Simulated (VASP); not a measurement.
# TlBr2 (R-3m) in VASP: a series of runs, part 2 of 2

VASP 6.6.1. The steps go on from the part before.

## (3) Single point, r2SCAN

This run uses another cell than the first one, of 32.93 Å³/atom, 1.080 times its volume.

The input, POSCAR:

```
TlBr2
1.0
    2.1265503468      1.2277644152      6.3065444361
   -2.1265503468      1.2277644152      6.3065444361
    0.0000000000     -2.4555288303      6.3065444361
Tl Br
1 2
Direct
    0.0000000000      0.0000000000      0.0000000000
    0.7589900395      0.7589900395      0.7589900395
    0.2410099605      0.2410099605      0.2410099605
```

The input, INCAR.step1:

```
PREC = Accurate
ENCUT = 520
ISMEAR = 0
SIGMA = 0.1
LREAL = F
LASPH = T
NELM = 100
NBANDS = 20
GGA = PE
ALGO = Normal
EDIFF = 1E-4
LWAVE = T
LCHARG = F
```

The input, INCAR.step2:

```
PREC = Accurate
ENCUT = 520
EDIFF = 1E-6
ISMEAR = 0
SIGMA = 0.1
LREAL = F
LASPH = T
NELM = 100
ALGO = Normal
ISIF = 2
LWAVE = F
LCHARG = F
METAGGA = R2SCAN
LMIXTAU = T
NBANDS = 20
ISTART = 1
```

The input, KPOINTS:

```
regular mesh
0
Gamma
  6 6 6
```

Potentials or basis: VASP PAW PBE potentials, release 64 (Tl_d, Br).

Launch:

```sh
> cat potpaw_PBE.64/Tl_d/POTCAR potpaw_PBE.64/Br/POTCAR > POTCAR
> cp INCAR.step1 INCAR
> mpirun -np 1 vasp_std > vasp.out
> cp INCAR.step2 INCAR
> mpirun -np 1 vasp_std > vasp.out
```

OUTCAR:

```text
PREC = Accurate
   ENCUT = 520
   EDIFF = 1E-6
   ISMEAR = 0
   LREAL = F
   LASPH = T
   NELM = 100
   ISIF = 2
   METAGGA = R2SCAN
   ISTART = 1

 ion  position               nearest neighbor table
   1  0.000  0.000  0.000-   2 3.01   3 3.01   2 3.01   2 3.01   3 3.01   3 3.01
   2  0.759  0.759  0.759-   1 3.01   1 3.01   1 3.01
   3  0.241  0.241  0.241-   1 3.01   1 3.01   1 3.01

  LATTYP: Found a trigonal (rhomboedric) cell.
 ALAT       =     6.7677266908
 COS(alpha) =     0.8025324624

  Lattice vectors:

 A1 = (   2.1265503468,   1.2277644152,   6.3065444361)
 A2 = (  -2.1265503468,   1.2277644152,   6.3065444361)
 A3 = (   0.0000000000,  -2.4555288303,   6.3065444361)

Analysis of symmetry for initial positions (statically):
=====================================================================
 Subroutine PRICEL returns:
 Original cell was already a primitive cell.

 Routine SETGRP: Setting up the symmetry group for a
 trigonal (rhombohedral) supercell.

 Subroutine GETGRP returns: Found 12 space group operations
 (whereof 12 operations were pure point group operations)
 out of a pool of 12 trial point group operations.

The static configuration has the point symmetry D_3d.

Analysis of symmetry for dynamics (positions and initial velocities):
=====================================================================
 Subroutine PRICEL returns:
 Original cell was already a primitive cell.

 Routine SETGRP: Setting up the symmetry group for a
 trigonal (rhombohedral) supercell.

 Subroutine GETGRP returns: Found 12 space group operations
 (whereof 12 operations were pure point group operations)
 out of a pool of 12 trial point group operations.

The dynamic configuration has the point symmetry D_3d.

 Subroutine INISYM returns: Found 12 space group operations
 (whereof 12 operations are pure point group operations),
[... 113 lines left out ...]
   ISMEAR =     0;   SIGMA  =   0.10  broadening in eV -4-tet -1-fermi 0-gaus
   EFERMI_NEDOS =   21; number of points for ismear=-14 and -15
   IALGO  =     38    algorithm
   IMIX   =      4    mixing-type and parameters
     AMIX     =   0.40;   BMIX     =  1.00
     AMIX_MAG =   1.60;   BMIX_MAG =  1.00
  volume/ion in A,a.u.               =      32.93       222.23
  Fermi-wavevector in a.u.,A,eV,Ry     =   1.062392  2.007630 15.356590  1.128678
  Thomas-Fermi vector in A             =   2.197841
   LORBIT       =      0    0 simple, 1 ext, 2 COOP (PROOUT), +10 PAW based schemes
   METAGGA = R2SCAN    functional components
   LHFCALC =     F    Hartree Fock is set to
   AEXX    =    0.0000 exact exchange contribution
   IVDW    =     0    specifies the selected vdW correction
   LEPSILON=     F    determine dielectric tensor
   LRPA    =     F    only Hartree local field effects (RPA)
 non-spin polarized calculation
 Gauss-broadening in eV      SIGMA  =   0.10
  energy-cutoff  :      520.00
  volume of cell :       98.79
 maximum number of plane-waves:      2672
   NGX = 25   NGY = 25   NGZ = 25

 number of electron      27.0000002 magnetization

 Free energy of the ion-electron system (eV)
  ---------------------------------------------------
  ext. energy  EPLUGINS =         0.00000000
  ---------------------------------------------------
  free energy    TOTEN  =       -81.47438380 eV

  energy without entropy =      -81.45896194  energy(sigma->0) =      -81.46667287

 E-fermi :   1.4121     XC(G=0):  -8.8784

 val. band max:        1.3908552584   @ k =   0.5000   0.1667   0.1667
 cond. band min:       1.4631634952   @ k =  -0.1667   0.3333   0.1667
 fundamental gap:      0.0723082368
 Fermi energy:         1.4121326241

 k-point     1 :       0.0000    0.0000    0.0000
  band No.  band energies     occupation
      1     -13.8380      2.00000
      2     -13.2923      2.00000
      3      -9.5739      2.00000
      4      -9.5739      2.00000
      5      -9.5100      2.00000
      6      -9.4639      2.00000
[... 541 lines left out ...]
     19      10.3643      0.00000
     20      12.0287      0.00000

 [... further k-points ...]

------------------------ aborting loop because EDIFF is reached ----------------------------------------

  FORCE on cell =-STRESS in cart. coord.  units (eV):
  Direction    XX          YY          ZZ          XY          YZ          ZX
  --------------------------------------------------------------------------------------
  -------------------------------------------------------------------------------------
  Total        0.1087745      0.1087745     -0.0444369      0.0000000     -0.0000000      0.0000000
  in kB        1.7640230      1.7640230     -0.7206441      0.0000000     -0.0000000      0.0000000
  external PRESSURE =       0.9358006 kB  Pullay stress =       0.0000000 kB

 VOLUME and BASIS-vectors are now :
 -----------------------------------------------------------------------------
  energy-cutoff  :      520.00
  volume of cell :       98.79
      direct lattice vectors                 reciprocal lattice vectors
     2.126550347  1.227764415  6.306544436     0.235122578  0.135748084  0.052855147
    -2.126550347  1.227764415  6.306544436    -0.235122578  0.135748084  0.052855147
     0.000000000 -2.455528830  6.306544436     0.000000000 -0.271496168  0.052855147

 POSITION                                       TOTAL-FORCE (eV/Angst)
 -----------------------------------------------------------------------------------
      0.00000      0.00000      0.00000        -0.000000     -0.000000      0.000000
      0.00000      0.00000     14.35981         0.000000      0.000000      0.000783
      0.00000      0.00000      4.55982         0.000000     -0.000000     -0.000783
 -----------------------------------------------------------------------------------
    total drift:                               -0.000000     -0.000000      0.000000

  FREE ENERGIE OF THE ION-ELECTRON SYSTEM (eV)
  ---------------------------------------------------
  free  energy   TOTEN  =       -81.4743838042 eV

  energy  without entropy=      -81.4589619413  energy(sigma->0) =      -81.46667287
```

OUTCAR.step1:

```text
PREC = Accurate
   ENCUT = 520
   ISMEAR = 0
   LREAL = F
[... 778 lines left out ...]
      0.00000      0.00000      0.00000        -0.000000     -0.000000     -0.000000
      0.00000      0.00000     14.35981         0.000000      0.000000      0.100785
      0.00000      0.00000      4.55982         0.000000     -0.000000     -0.100785
 -----------------------------------------------------------------------------------
    total drift:                               -0.000000     -0.000000      0.000000

  FREE ENERGIE OF THE ION-ELECTRON SYSTEM (eV)
  ---------------------------------------------------
  free  energy   TOTEN  =        -7.0170101554 eV

  energy  without entropy=       -7.0019199109  energy(sigma->0) =       -7.00946503
```

Run time: 5.4 min. Hardware: 1 thread of Intel Xeon Platinum 8488C (Sapphire Rapids), shared host; peak memory 0.41 GiB.

Results:

```yaml
Free_energy: -81.4744 eV
Pressure: 0.1 GPa
```

Levels at points of the mesh, in eV from the Fermi level:
```csv
k point,band 9,band 10,band 11,band 12,band 13,band 14,band 15,band 16,band 17,band 18
"(0.00, 0.00, 0.00)",-1.80,-1.80,-1.79,-1.79,-1.56,-0.90,3.88,5.78,5.78,7.86
"(0.50, 0.00, 0.00)",-3.60,-2.87,-2.43,-2.38,-2.03,0.05,4.71,5.64,6.34,7.61
"(0.50, 0.50, 0.00)",-3.95,-2.75,-2.35,-1.55,-1.46,-0.71,3.81,5.87,6.33,6.73
"(0.50, 0.50, 0.50)",-2.81,-2.05,-2.05,-1.54,-1.54,0.49,3.70,6.00,6.00,7.93
```

Caveat: the PAW data sets were made with another functional, which shifts forces and pressure a little; spin-orbit coupling is left out, which moves the levels of the heavy elements; an odd number of electrons without spin polarisation forces a metal; a magnetic or distorted state may lie lower.
